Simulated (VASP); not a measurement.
# TlBr (Pm-3m) in VASP: a series of runs

The runs below take TlBr through single point, with r2SCAN, HSE06, PBE0.

Everything below comes from runs of VASP 6.6.1. Logs are shortened: lines on timing, memory, paths and dates and some standing lists are left out, and cuts for length are marked.

### Step 1. The cell of the first run

The structure is cubic, space group Pm-3m (No. 221). The conventional cell has a = 3.945 Å, b = 3.945 Å, c = 3.945 Å, α = 90.00°, β = 90.00°, γ = 90.00°. Within 4.5 Å of Tl (site symmetry m-3m) lie 8 Br at 3.42 Å and 6 Tl at 3.95 Å. Br (site symmetry m-3m) has 8 Tl at 3.42 Å and 6 Br at 3.95 Å within 4.5 Å.

### Step 2. Single point, r2SCAN

Contents of POSCAR:

```
TlBr
1.0
    3.9451843068      0.0000000000      0.0000000000
    0.0000000000      3.9451843068      0.0000000000
    0.0000000000      0.0000000000      3.9451843068
Tl Br
1 1
Direct
    0.0000000000      0.0000000000      0.0000000000
    0.5000000000      0.5000000000      0.5000000000
```

Contents of INCAR.step1:

```
SYSTEM = TlBr
ALGO = Normal ; EDIFF = 1E-5
ENCUT = 550 ; GGA = PE
GGA_COMPAT = .FALSE. ; ISMEAR = 0
LASPH = .TRUE. ; LCHARG = .FALSE.
LREAL = .FALSE. ; LWAVE = .TRUE.
NBANDS = 17 ; NELM = 120
PREC = Accurate ; SIGMA = 0.01
```

Contents of INCAR.step2:

```
SYSTEM = TlBr
ALGO = Normal ; EDIFF = 1E-6
ENCUT = 550 ; GGA_COMPAT = .FALSE.
ISIF = 2 ; ISMEAR = 0
ISTART = 1 ; LASPH = .TRUE.
LCHARG = .TRUE. ; LELF = .TRUE.
LMIXTAU = .TRUE. ; LREAL = .FALSE.
LVHAR = .TRUE. ; LWAVE = .FALSE.
METAGGA = R2SCAN ; NBANDS = 17
NELM = 120 ; PREC = Accurate
SIGMA = 0.01
```

Contents of KPOINTS:

```
k-points
0
G
  4 4 4
  0 0 0
```

Potentials or basis: VASP PAW PBE potentials, release 64 (Tl_d, Br).

The run is started by

```console
> cat potpaw_PBE.64/Tl_d/POTCAR potpaw_PBE.64/Br/POTCAR > POTCAR
> cp INCAR.step1 INCAR
> mpirun -np 1 vasp_std > vasp.out
> cp INCAR.step2 INCAR
> mpirun -np 1 vasp_std > vasp.out
```

OUTCAR:

```text
SYSTEM = TlBr
   EDIFF = 1E-6
   ENCUT = 550
   ISIF = 2
   ISMEAR = 0
   ISTART = 1
   LASPH = .TRUE.
   LREAL = .FALSE.
   METAGGA = R2SCAN
   NELM = 120
   PREC = Accurate

 ion  position               nearest neighbor table
   1  0.000  0.000  0.000-   2 3.42   2 3.42   2 3.42   2 3.42   2 3.42   2 3.42   2 3.42   2 3.42

   2  0.500  0.500  0.500-   1 3.42   1 3.42   1 3.42   1 3.42   1 3.42   1 3.42   1 3.42   1 3.42

  LATTYP: Found a simple cubic cell.
 ALAT       =     3.9451843068

  Lattice vectors:

 A1 = (   3.9451843068,   0.0000000000,   0.0000000000)
 A2 = (   0.0000000000,   3.9451843068,   0.0000000000)
 A3 = (   0.0000000000,   0.0000000000,   3.9451843068)

Analysis of symmetry for initial positions (statically):
=====================================================================
 Subroutine PRICEL returns:
 Original cell was already a primitive cell.

 Routine SETGRP: Setting up the symmetry group for a
 simple cubic supercell.

 Subroutine GETGRP returns: Found 48 space group operations
 (whereof 48 operations were pure point group operations)
 out of a pool of 48 trial point group operations.

The static configuration has the point symmetry O_h .

Analysis of symmetry for dynamics (positions and initial velocities):
=====================================================================
 Subroutine PRICEL returns:
 Original cell was already a primitive cell.

 Routine SETGRP: Setting up the symmetry group for a
 simple cubic supercell.

 Subroutine GETGRP returns: Found 48 space group operations
 (whereof 48 operations were pure point group operations)
 out of a pool of 48 trial point group operations.

The dynamic configuration has the point symmetry O_h .

 Subroutine INISYM returns: Found 48 space group operations
 (whereof 48 operations are pure point group operations),
 and found     1 'primitive' translations

----------------------------------------------------------------------------------------

                                     Primitive cell

  volume of cell :      61.4047

  direct lattice vectors                    reciprocal lattice vectors
     3.945184307  0.000000000  0.000000000     0.253473583  0.000000000  0.000000000
     0.000000000  3.945184307  0.000000000     0.000000000  0.253473583  0.000000000
     0.000000000  0.000000000  3.945184307     0.000000000  0.000000000  0.253473583

  length of vectors
     3.945184307  3.945184307  3.945184307     0.253473583  0.253473583  0.253473583

  position of ions in fractional coordinates (direct lattice)
     0.000000000  0.000000000  0.000000000
     0.500000000  0.500000000  0.500000000

  ion indices of the primitive-cell ions
   primitive index   ion index
                 1           1
                 2           2

----------------------------------------------------------------------------------------

 KPOINTS: k-points

Automatic generation of k-mesh.
 Grid dimensions read from file:
 generate k-points for:    4    4    4

 Generating k-lattice:

  Cartesian coordinates                     Fractional coordinates (reciprocal lattice)
     0.063368396  0.000000000  0.000000000     0.250000000  0.000000000  0.000000000
     0.000000000  0.063368396  0.000000000     0.000000000  0.250000000  0.000000000
     0.000000000  0.000000000  0.063368396     0.000000000  0.000000000  0.250000000

  Length of vectors
     0.063368396  0.063368396  0.063368396

  Shift w.r.t. Gamma in fractional coordinates (k-lattice)
     0.000000000  0.000000000  0.000000000

 Subroutine IBZKPT returns following result:
 ===========================================

 Found     10 irreducible k-points:

 Following reciprocal coordinates:
            Coordinates               Weight
  0.000000  0.000000  0.000000      1.000000
  0.250000  0.000000  0.000000      6.000000
  0.500000  0.000000  0.000000      3.000000
  0.250000  0.250000  0.000000     12.000000
  0.500000  0.250000  0.000000     12.000000
  0.500000  0.500000  0.000000      3.000000
  0.250000  0.250000  0.250000      8.000000
  0.500000  0.250000  0.250000     12.000000
  0.500000  0.500000  0.250000      6.000000
  0.500000  0.500000  0.500000      1.000000
   k-points           NKPTS =     10   k-points in BZ     NKDIM =     10   number of bands    NBANDS=     17
   number of dos      NEDOS =    301   number of ions     NIONS =      2
   total plane-waves  NPLWV =  27000
   dimension x,y,z NGX =    30 NGY =   30 NGZ =   30
   dimension x,y,z NGXF=    60 NGYF=   60 NGZF=   60
   ions per type =               1   1
   NGX,Y,Z   is equivalent  to a cutoff of  12.64, 12.64, 12.64 a.u.
   NGXF,Y,Z  is equivalent  to a cutoff of  25.28, 25.28, 25.28 a.u.
 SYSTEM =  TlBr
   PREC   = accura    normal or accurate (medium, high low for compatibility)
   ISTART =      1    job   : 0-new  1-cont  2-samecut
   ICHARG =      0    charge: 1-file 2-atom 10-const
   ISPIN  =      1    spin polarized calculation?
   LNONCOLLINEAR =      F non collinear calculations
   LSORBIT =      F    spin-orbit coupling
   LASPH  =      T    aspherical Exc in radial PAW
   ENCUT  =  550.0 eV  40.42 Ry    6.36 a.u.   7.54  7.54  7.54*2*pi/ulx,y,z
   NELM   =    120;   NELMIN=  2; NELMDL=  0     # of ELM steps
   EDIFF  = 0.1E-05   stopping-criterion for ELM
   LREAL  =      F    real-space projection
   EDIFFG = 0.1E-04   stopping-criterion for IOM
   NSW    =      0    number of steps for IOM
   IBRION =     -1    ionic relax: 0-MD 1-quasi-New 2-CG
   NFREE  =      0    steps in history (QN), initial steepest desc. (CG)
   ISIF   =      2    stress and relaxation
   ISYM   =      2    0-nonsym 1-usesym 2-fastsym
   POTIM  = 0.5000    time-step for ionic-motion
   TEBEG  =    0.0;   TEEND  =   0.0 temperature during run
   PSTRESS=    0.0 pullay stress
   NELECT =      20.0000    total number of electrons
   NUPDOWN=      -1.0000    fix difference up-down
   EMIN   =  10.00;   EMAX   =-10.00  energy-range for DOS
   EFERMI =   0.00;   METHOD = LEGACY
   ISMEAR =     0;   SIGMA  =   0.01  broadening in eV -4-tet -1-fermi 0-gaus
   EFERMI_NEDOS =   21; number of points for ismear=-14 and -15
   IALGO  =     38    algorithm
   IMIX   =      4    mixing-type and parameters
     AMIX     =   0.40;   BMIX     =  1.00
     AMIX_MAG =   1.60;   BMIX_MAG =  1.00
  volume/ion in A,a.u.               =      30.70       207.19
  Fermi-wavevector in a.u.,A,eV,Ry     =   1.126378  2.128546 17.262087  1.268728
  Thomas-Fermi vector in A             =   2.263060
   LORBIT       =      0    0 simple, 1 ext, 2 COOP (PROOUT), +10 PAW based schemes
   METAGGA = R2SCAN    functional components
   LHFCALC =     F    Hartree Fock is set to
   AEXX    =    0.0000 exact exchange contribution
   IVDW    =     0    specifies the selected vdW correction
   LEPSILON=     F    determine dielectric tensor
   LRPA    =     F    only Hartree local field effects (RPA)
 non-spin polarized calculation
 Gauss-broadening in eV      SIGMA  =   0.01
  energy-cutoff  :      550.00
  volume of cell :       61.40
 maximum number of plane-waves:      1856
   NGX = 15   NGY = 15   NGZ = 15

 number of electron      20.0000001 magnetization

 Free energy of the ion-electron system (eV)
  ---------------------------------------------------
  ext. energy  EPLUGINS =         0.00000000
  ---------------------------------------------------
  free energy    TOTEN  =       -68.36331090 eV

  energy without entropy =      -68.36331090  energy(sigma->0) =      -68.36331090

 E-fermi :   2.4515     XC(G=0):  -9.5574

 val. band max:        2.3820717880   @ k =   0.5000   0.0000   0.0000
 cond. band min:       4.6098250079   @ k =   0.5000   0.0000   0.0000
 fundamental gap:      2.2277532199
 Fermi energy:         2.4514546783

 k-point     1 :       0.0000    0.0000    0.0000
  band No.  band energies     occupation
      1     -12.0140      2.00000
      2      -8.1496      2.00000
      3      -8.1496      2.00000
      4      -7.9538      2.00000
      5      -7.9538      2.00000
      6      -7.9538      2.00000
[... 9 lines left out ...]
     16      14.5788      0.00000
     17      16.5731      0.00000

 k-point     2 :       0.2500    0.0000    0.0000
  band No.  band energies     occupation
      1     -11.8862      2.00000
      2      -8.1441      2.00000
      3      -8.0792      2.00000
      4      -7.9871      2.00000
      5      -7.9871      2.00000
      6      -7.9508      2.00000
[... 9 lines left out ...]
     16      15.1908      0.00000
     17      16.4114      0.00000

 k-point     3 :       0.5000    0.0000    0.0000
  band No.  band energies     occupation
      1     -11.7491      2.00000
      2      -8.1386      2.00000
      3      -8.0198      2.00000
      4      -8.0198      2.00000
      5      -8.0125      2.00000
      6      -7.9478      2.00000
[... 9 lines left out ...]
     16      16.6245      0.00000
     17      16.6456      0.00000

 k-point     4 :       0.2500    0.2500    0.0000
  band No.  band energies     occupation
      1     -11.7887      2.00000
      2      -8.1085      2.00000
      3      -8.0330      2.00000
      4      -7.9902      2.00000
      5      -7.9843      2.00000
      6      -7.9769      2.00000
[... 9 lines left out ...]
     16      13.9235      0.00000
     17      14.4322      0.00000

 k-point     5 :       0.5000    0.2500    0.0000
  band No.  band energies     occupation
      1     -11.6867      2.00000
      2      -8.0949      2.00000
      3      -8.0100      2.00000
      4      -7.9880      2.00000
      5      -7.9741      2.00000
      6      -7.9664      2.00000
[... 9 lines left out ...]
     16      14.5223      0.00000
     17      15.3174      0.00000

 k-point     6 :       0.5000    0.5000    0.0000
  band No.  band energies     occupation
      1     -11.6233      2.00000
      2      -8.0707      2.00000
      3      -8.0001      2.00000
      4      -8.0001      2.00000
      5      -7.9487      2.00000
      6      -7.9021      2.00000
[... 9 lines left out ...]
     16      13.5293      0.00000
     17      13.5293      0.00000

 k-point     7 :       0.2500    0.2500    0.2500
  band No.  band energies     occupation
      1     -11.6988      2.00000
      2      -8.0322      2.00000
      3      -8.0322      2.00000
      4      -8.0148      2.00000
      5      -8.0148      2.00000
      6      -7.9631      2.00000
[... 9 lines left out ...]
     16      14.2258      0.00000
     17      16.8358      0.00000

 k-point     8 :       0.5000    0.2500    0.2500
  band No.  band energies     occupation
      1     -11.6050      2.00000
      2      -8.0598      2.00000
      3      -8.0234      2.00000
      4      -8.0142      2.00000
      5      -7.9747      2.00000
      6      -7.9488      2.00000
[... 9 lines left out ...]
     16      14.1030      0.00000
     17      17.6316      0.00000

 k-point     9 :       0.5000    0.5000    0.2500
  band No.  band energies     occupation
      1     -11.5199      2.00000
      2      -8.0517      2.00000
      3      -8.0517      2.00000
      4      -8.0209      2.00000
      5      -7.9848      2.00000
      6      -7.9006      2.00000
[... 9 lines left out ...]
     16      15.0639      0.00000
     17      17.9095      0.00000

 k-point    10 :       0.5000    0.5000    0.5000
  band No.  band energies     occupation
      1     -11.4092      2.00000
      2      -8.1015      2.00000
      3      -8.1015      2.00000
      4      -8.1015      2.00000
      5      -7.8990      2.00000
      6      -7.8990      2.00000
[... 9 lines left out ...]
     16      16.2887      0.00000
     17      19.9009      0.00000

------------------------ aborting loop because EDIFF is reached ----------------------------------------

  FORCE on cell =-STRESS in cart. coord.  units (eV):
  Direction    XX          YY          ZZ          XY          YZ          ZX
  --------------------------------------------------------------------------------------
  -------------------------------------------------------------------------------------
  Total        0.4368835      0.4368835      0.4368835      0.0000000      0.0000000     -0.0000000
  in kB       11.3991996     11.3991996     11.3991996      0.0000000      0.0000000     -0.0000000
  external PRESSURE =      11.3991996 kB  Pullay stress =       0.0000000 kB

 VOLUME and BASIS-vectors are now :
 -----------------------------------------------------------------------------
  energy-cutoff  :      550.00
  volume of cell :       61.40
      direct lattice vectors                 reciprocal lattice vectors
     3.945184307  0.000000000  0.000000000     0.253473583  0.000000000  0.000000000
     0.000000000  3.945184307  0.000000000     0.000000000  0.253473583  0.000000000
     0.000000000  0.000000000  3.945184307     0.000000000  0.000000000  0.253473583

 POSITION                                       TOTAL-FORCE (eV/Angst)
 -----------------------------------------------------------------------------------
      0.00000      0.00000      0.00000         0.000000      0.000000      0.000000
      1.97259      1.97259      1.97259         0.000000      0.000000      0.000000
 -----------------------------------------------------------------------------------
    total drift:                                0.000000     -0.000000     -0.000000

  FREE ENERGIE OF THE ION-ELECTRON SYSTEM (eV)
  ---------------------------------------------------
  free  energy   TOTEN  =       -68.3633108975 eV

  energy  without entropy=      -68.3633108975  energy(sigma->0) =      -68.36331090
```

It took 30 s on 1 thread of Intel Xeon Platinum 8375C at 2.90GHz (Ice Lake), shared host; peak memory 0.17 GiB.

Results:

- Free energy: -68.3633 eV
- Pressure: 1.1 GPa
- Band gap on the k mesh: 2.23 eV, direct

Levels at points of the mesh, in eV from the valence-band top:
```csv
k point,band 7,band 8,band 9,band 10,band 11,band 12,band 13,band 14
"(0.00, 0.00, 0.00)",-4.67,-1.48,-1.48,-1.48,7.48,7.48,7.82,7.82
"(0.50, 0.00, 0.00)",-5.77,-0.96,-0.96,0.00,2.23,6.21,6.21,8.48
"(0.50, 0.50, 0.00)",-3.79,-3.17,-3.17,-0.88,5.29,5.29,7.95,8.33
"(0.50, 0.50, 0.50)",-2.74,-2.13,-2.13,-2.13,2.40,2.40,2.40,13.91
```

Caveat: the PAW data sets were made with another functional, which shifts forces and pressure a little; spin-orbit coupling is left out, which moves the levels of the heavy elements.

[end of part 1 of 2]
